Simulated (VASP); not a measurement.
A run of VASP 6.6.1:

The input INCAR:

```
PREC = Accurate ; ENCUT = 520
EDIFF = 1E-6 ; ISMEAR = -1
SIGMA = 0.1525 ; LREAL = Auto
LASPH = True ; NELM = 60
ALGO = Normal ; ISIF = 2
LWAVE = False ; LCHARG = False
GGA = PE ; NBANDS = 78
ISYM = 0
```

KPOINTS

```
Automatic mesh
0
Gamma
  1 1 1
  0.25 0.25 0.25
```

Contents of POSCAR:

```
Si5Ni
1.0
    7.1614510000     -0.0505580000     -0.0272950000
   -0.0505580000      7.1365650000     -0.2213880000
   -0.0272950000     -0.2213880000      7.0643700000
Si Ni
20 4
Direct
    0.7447938709      0.3370067759      0.6886031458
    0.3542858899      0.3764506182      0.0458124196
    0.8091183985     -0.0132253622      0.4335010695
    0.4850463935      0.7331628537      0.2557879612
    0.6431252130      0.5221290280     -0.0206667822
    0.0650499729      0.2063736578      0.5301833271
    0.8714575475      0.8006027481      0.1615552802
    0.4574603036      1.0473202978      0.6162714474
    0.8117108414      0.8402397036      0.7936463740
    0.7880116749      0.3068839934      0.2367304108
   -0.0400619093      0.1436861805      0.9148969981
    1.1490573563      0.1306276287      0.2110526360
    0.0936598287      0.6973814120      0.7675055697
    0.3699309773      0.3757324444      0.7102871056
    0.4456537911      0.8126142244      0.9015071631
    0.4661022706      0.0763185217      0.2640065946
    0.1125919392      0.8596486029      0.4921979004
    0.4241040702      0.6316703281      0.5608547048
    0.7980353744      0.6124629208      0.5283139638
    0.0587621190      0.5292620320      0.0063237309
    0.0917603513      0.5302996479      0.4606107236
    0.6636592554      1.0465236130     -0.0327863137
    0.1877937814      0.8081534138      0.1407343187
    0.2663089767      0.0491157135      0.8660741911
```

Potentials or basis: VASP PAW PBE potentials, release 64 (Si, Ni).

Command:

```console
$ cat potpaw_PBE.64/Si/POTCAR potpaw_PBE.64/Ni/POTCAR > POTCAR
$ mpirun -np 1 vasp_std > vasp.out
```

Hardware: 1 thread of AMD EPYC 9R45 96-Core Processor (Zen 5) (shared host).

Problem. Estimate the wall time of this run.

Solution. Wall time 51 s on 1 thread of AMD EPYC 9R45 96-Core Processor (Zen 5), on a shared host, peak memory 0.34 GiB. Counts: scf iterations 21, k points 1.
